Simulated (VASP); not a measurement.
Set up this calculation in VASP 6.6.1, as the native input.

* Task: single point
* Functional: PBE
* Potentials or basis: VASP PAW PBE potentials, release 64 (Ti_sv, B)
* Cutoff: 520 eV
* k mesh: 15 × 15 × 13
* Occupations: fermi-dirac, width 0.08 eV
* Spin: no spin polarisation
* Dipole correction: no
* Further INCAR settings: ALGO = Normal; EDIFF = 1e-07; NBANDS = 16

The structure of TiB2 lies in POSCAR:

```
TiB2
1.0
    3.0291982016      0.0454379730      0.0454379730
   -1.4752486619      2.6006436092      0.0166314524
    0.0484260000      0.0484260000      3.2284000000
Ti B
1 2
Direct
    0.0000000000      0.0000000000      0.0000000000
    0.3333333333      0.6666666667      0.5000000000
    0.6666666667      0.3333333333      0.5000000000
```

This cell differs from its parent crystal: equal xy, yz and zx shear strains of +3 %.

These files were run (other wordings do the same):

INCAR

```
SYSTEM = TiB2
ALGO = Normal
EDIFF = 1E-7
ENCUT = 520
GGA = PE
ISIF = 2
ISMEAR = -1
LASPH = .TRUE.
LCHARG = .TRUE.
LELF = .TRUE.
LREAL = .FALSE.
LVHAR = .TRUE.
LWAVE = .FALSE.
NBANDS = 16
NELM = 100
PREC = Accurate
SIGMA = 0.08
```

KPOINTS

```
k-points
0
G
  15 15 13
  0 0 0
```

Potentials or basis: VASP PAW PBE potentials, release 64 (Ti_sv, B).

The run is started by

```bash
$ cat potpaw_PBE.64/Ti_sv/POTCAR potpaw_PBE.64/B/POTCAR > POTCAR
$ mpirun -np 1 vasp_std > vasp.out
```

It gave:

```
Pressure               : 1.2 GPa
Largest force          : 0.109 eV/Å
Band gap on the k mesh : zero (bands 9 and 10 overlap by 0.38 eV)
```

Caveat: the cell differs from its parent crystal (equal xy, yz and zx shear strains of +3 %).

Run time: 11 min on 1 thread of Oxide Virtual Turin-like Processor (shared host), peak memory 0.6 GiB.
